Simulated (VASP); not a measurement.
# Pd (Fm-3m) in VASP: further runs, part 2 of 2

VASP 6.6.1. The steps go on from the part before.

### 4 Single point, r2SCAN

Input file POSCAR:

```
Pd
1.0
    0.0000000000      1.9558504376      1.9558504376
    1.9558504376      0.0000000000      1.9558504376
    1.9558504376      1.9558504376      0.0000000000
Pd
1
Direct
    0.0000000000      0.0000000000      0.0000000000
```

Input file INCAR.step1:

```
SYSTEM = Pd
PREC     = Accurate       ! precision mode
ENCUT    = 520            ! plane-wave cutoff, eV
ISMEAR   = -1             ! smearing method
SIGMA    = 0.6            ! smearing width, eV
LREAL    = .FALSE.        ! projectors in reciprocal space
LASPH    = .TRUE.         ! aspherical terms in the spheres
NELM     = 100            ! most SCF steps
NBANDS   = 11             ! bands
GGA      = PE             ! functional
ALGO     = Normal         ! electronic algorithm
EDIFF    = 1E-4           ! SCF threshold, eV
LWAVE    = .TRUE.         ! write WAVECAR
LCHARG   = .FALSE.        ! write CHGCAR
```

Input file INCAR.step2:

```
SYSTEM = Pd
PREC     = Accurate       ! precision mode
ENCUT    = 520            ! plane-wave cutoff, eV
EDIFF    = 1E-6           ! SCF threshold, eV
ISMEAR   = -1             ! smearing method
SIGMA    = 0.6            ! smearing width, eV
LREAL    = .FALSE.        ! projectors in reciprocal space
LASPH    = .TRUE.         ! aspherical terms in the spheres
NELM     = 100            ! most SCF steps
ALGO     = Normal         ! electronic algorithm
ISIF     = 2              ! what is computed and relaxed
LWAVE    = .FALSE.        ! write WAVECAR
LCHARG   = .TRUE.         ! write CHGCAR
METAGGA  = R2SCAN         ! meta-GGA
LMIXTAU  = .TRUE.       
LELF     = .TRUE.         ! ELF
LVHAR    = .TRUE.       
NBANDS   = 11             ! bands
ISTART   = 1
```

Input file KPOINTS:

```
Automatic mesh
0
G
  14 14 14
  0 0 0
```

Potentials or basis: VASP PAW PBE potentials, release 64 (Pd).

Command:

```bash
$ cat potpaw_PBE.64/Pd/POTCAR > POTCAR
$ cp INCAR.step1 INCAR
$ mpirun -np 1 vasp_std > vasp.out
$ cp INCAR.step2 INCAR
$ mpirun -np 1 vasp_std > vasp.out
```

OUTCAR:

```text
SYSTEM = Pd
   PREC = Accurate
   ENCUT = 520
   EDIFF = 1E-6
   ISMEAR = -1
   LREAL = .FALSE.
   LASPH = .TRUE.
   NELM = 100
   ISIF = 2
   METAGGA = R2SCAN
   ISTART = 1

 ion  position               nearest neighbor table
   1  0.000  0.000  0.000-

  LATTYP: Found a face centered cubic cell.
 ALAT       =     3.9117008752

  Lattice vectors:

 A1 = (   0.0000000000,   1.9558504376,   1.9558504376)
 A2 = (   1.9558504376,   0.0000000000,   1.9558504376)
 A3 = (   1.9558504376,   1.9558504376,   0.0000000000)

Analysis of symmetry for initial positions (statically):
=====================================================================
 Subroutine PRICEL returns:
 Original cell was already a primitive cell.

 Routine SETGRP: Setting up the symmetry group for a
 face centered cubic supercell.

 Subroutine GETGRP returns: Found 48 space group operations
 (whereof 48 operations were pure point group operations)
 out of a pool of 48 trial point group operations.

The static configuration has the point symmetry O_h .

Analysis of symmetry for dynamics (positions and initial velocities):
[... 159 lines left out ...]
 val. band max:        9.8284705401   @ k =   0.4286   0.0000   0.0000
 cond. band min:      10.0245850836   @ k =  -0.3571   0.0714   0.0000
 fundamental gap:      0.1961145436
 Fermi energy:         9.8762114392

 k-point     1 :       0.0000    0.0000    0.0000
  band No.  band energies     occupation
      1       2.2756      1.99999
      2       6.4868      1.99298
      3       6.4868      1.99298
      4       6.4868      1.99298
      5       8.0637      1.90702
      6       8.0637      1.90702
      7      27.3828      0.00000
      8      31.6714      0.00000
      9      32.2872      0.00000
     10      32.2872      0.00000
     11      32.2872      0.00000
[... 309 lines left out ...]
 k-point    24 :       0.2857    0.1429    0.0000
  band No.  band energies     occupation
      1       4.3834      1.99979
      2       5.7348      1.99799
      3       6.7794      1.98860
      4       7.2098      1.97678
      5       8.2853      1.86820
      6       8.6468      1.77171
      7      25.3428      0.00000
      8      28.7781      0.00000
      9      29.9308      0.00000
     10      31.5691      0.00000
     11      32.0173      0.00000

 [... further k-points ...]
[... 5 lines left out ...]
  --------------------------------------------------------------------------------------
  -------------------------------------------------------------------------------------
  Total        0.5289482      0.5289482      0.5289482      0.0000000     -0.0000000      0.0000000
  in kB       56.6352437     56.6352437     56.6352437      0.0000000     -0.0000000      0.0000000
  external PRESSURE =      56.6352437 kB  Pullay stress =       0.0000000 kB

 VOLUME and BASIS-vectors are now :
 -----------------------------------------------------------------------------
  energy-cutoff  :      520.00
  volume of cell :       14.96
      direct lattice vectors                 reciprocal lattice vectors
     0.000000000  1.955850438  1.955850438    -0.255643269  0.255643269  0.255643269
     1.955850438  0.000000000  1.955850438     0.255643269 -0.255643269  0.255643269
     1.955850438  1.955850438  0.000000000     0.255643269  0.255643269 -0.255643269

 POSITION                                       TOTAL-FORCE (eV/Angst)
 -----------------------------------------------------------------------------------
      0.00000      0.00000      0.00000         0.000000      0.000000      0.000000
 -----------------------------------------------------------------------------------
    total drift:                                0.000000      0.000000      0.000000

  FREE ENERGIE OF THE ION-ELECTRON SYSTEM (eV)
  ---------------------------------------------------
  free  energy   TOTEN  =       -23.6011903373 eV

  energy  without entropy=      -22.5365083397  energy(sigma->0) =      -23.06884934
```

OSZICAR.step1:

```text
N       E                     dE             d eps       ncg     rms          rms(c)
DAV:   1     0.408633252255E+02    0.40863E+02   -0.51511E+03  2304   0.851E+02
DAV:   2    -0.562977307858E+01   -0.46493E+02   -0.44624E+02  2545   0.181E+02
DAV:   3    -0.618533071074E+01   -0.55556E+00   -0.55425E+00  2786   0.210E+01
DAV:   4    -0.618775561432E+01   -0.24249E-02   -0.24246E-02  2795   0.145E+00
DAV:   5    -0.618778180060E+01   -0.26186E-04   -0.26186E-04  3015   0.136E-01    0.800E+00
DAV:   6    -0.590900633102E+01    0.27878E+00   -0.10728E+00  2801   0.870E+00    0.404E+00
DAV:   7    -0.589777421548E+01    0.11232E-01   -0.22414E-02  3036   0.103E+00    0.209E+00
DAV:   8    -0.589385119758E+01    0.39230E-02   -0.12345E-03  2838   0.304E-01    0.963E-02
DAV:   9    -0.589383479285E+01    0.16405E-04   -0.99848E-05  1985   0.871E-02
   1 F= -.58938348E+01 E0= -.53404526E+01  d E =-.110676E+01
```

Run time: 30 s. Hardware: 1 thread of Intel Xeon 6975P-C (Granite Rapids), shared host; peak memory 0.15 GiB.

Results:

```
Free energy            : -23.6012 eV
Pressure               : 5.7 GPa
Band gap on the k mesh : zero (band 5 reaches 9.63 eV, above the bottom of band 6 at 8.00 eV)
```

Caveat: the PAW data sets were made with another functional, which shifts forces and pressure a little.

### 5 Single point, r2SCAN, collinear spin, ferromagnetic start

Input file POSCAR:

```
Pd
1.0
    0.0000000000      1.9567730079      1.9567730079
    1.9567730079      0.0000000000      1.9567730079
    1.9567730079      1.9567730079      0.0000000000
Pd
1
Direct
    0.0000000000      0.0000000000      0.0000000000
```

Input file INCAR.step1:

```
SYSTEM = Pd
PREC = Accurate ; ENCUT = 520
ISMEAR = -1 ; SIGMA = 0.05
LREAL = .FALSE. ; LASPH = .TRUE.
NELM = 150 ; ISPIN = 2
MAGMOM = 0.436 ; LMAXMIX = 4
NBANDS = 15 ; GGA = PE
ALGO = Normal ; EDIFF = 1E-4
LWAVE = .TRUE. ; LCHARG = .FALSE.
```

Input file INCAR.step2:

```
SYSTEM = Pd
PREC = Accurate ; ENCUT = 520
EDIFF = 1E-6 ; ISMEAR = -1
SIGMA = 0.05 ; LREAL = .FALSE.
LASPH = .TRUE. ; NELM = 150
ALGO = Normal ; ISIF = 2
LWAVE = .FALSE. ; LCHARG = .TRUE.
ISPIN = 2 ; MAGMOM = 0.436
LORBIT = 11 ; LMAXMIX = 4
METAGGA = R2SCAN ; LMIXTAU = .TRUE.
LELF = .TRUE. ; LVHAR = .TRUE.
NBANDS = 15 ; ISTART = 1
```

Input file KPOINTS:

```
regular mesh
0
G
  20 20 20
  0 0 0
```

Command:

```bash
$ cat potpaw_PBE.64/Pd/POTCAR > POTCAR
$ cp INCAR.step1 INCAR
$ mpirun -np 1 vasp_std > vasp.out
$ cp INCAR.step2 INCAR
$ mpirun -np 1 vasp_std > vasp.out
```

It took 4.1 min on 1 thread of Intel Xeon 6975P-C, shared host; peak memory 0.22 GiB.

Results (log left out):

```yaml
Free_energy: -22.9655 eV
Pressure: 0.6 GPa
Net_moment: 0.43 μB per cell
Site_moments: Pd +0.43 μB
Valence_electrons_inside_the_program's_atomic_spheres: Pd 9.45
```

Levels at points of the mesh, in eV from the Fermi level:
Spin up:
| k point | band 2 | band 3 | band 4 | band 5 | band 6 | band 7 | band 8 | band 9 |
| --- | --- | --- | --- | --- | --- | --- | --- | --- |
| (0.00, 0.00, 0.00) | -3.19 | -3.19 | -3.19 | -1.54 | -1.54 | 17.92 | 21.84 | 22.81 |
| (0.50, 0.00, 0.00) | -3.20 | -3.20 | -0.38 | -0.38 | 1.25 | 7.34 | 17.32 | 21.83 |
| (0.50, 0.50, 0.00) | -5.43 | -0.37 | -0.09 | -0.09 | 3.58 | 10.95 | 13.73 | 13.73 |
Spin down:
```tsv
k point	band 2	band 3	band 4	band 5	band 6	band 7	band 8	band 9
(0.00, 0.00, 0.00)	-2.69	-2.69	-2.69	-1.20	-1.20	17.90	22.81	22.81
(0.50, 0.00, 0.00)	-2.83	-2.83	0.12	0.12	1.20	7.64	17.29	21.93
(0.50, 0.50, 0.00)	-5.03	-0.02	0.51	0.51	3.55	11.14	13.76	13.76
```

Caveat: the PAW data sets were made with another functional, which shifts forces and pressure a little.

### 6 The runs side by side

```csv
spin,cell,k mesh,smearing,gap on the mesh (eV),pressure (GPa)
off,"a = 2.766 Å, angles 60.0°, 1 atom",14 × 14 × 14,fermi-dirac 0.2 eV,none,1.2
off,"a = 2.766 Å, angles 60.0°, 1 atom",14 × 14 × 14,fermi-dirac 0.3 eV,none,2.0
off,"a = 2.766 Å, angles 60.0°, 1 atom",14 × 14 × 14,fermi-dirac 0.6 eV,none,5.7
"collinear, ferromagnetic start","a = 2.767 Å, angles 60.0°, 1 atom",20 × 20 × 20,fermi-dirac 0.05 eV,none,0.6
```

Alike in all rows: task single point; level r2SCAN; potentials or basis VASP PAW PBE potentials, release 64 (Pd); cutoff (eV) 520.

Every run on the cell as given and a fine mesh finds a metal.

Caveats: the PAW data sets were made with another functional, which shifts forces and pressure a little.

Total energies depend on the potentials used, so only differences within one code and one set of settings carry meaning.
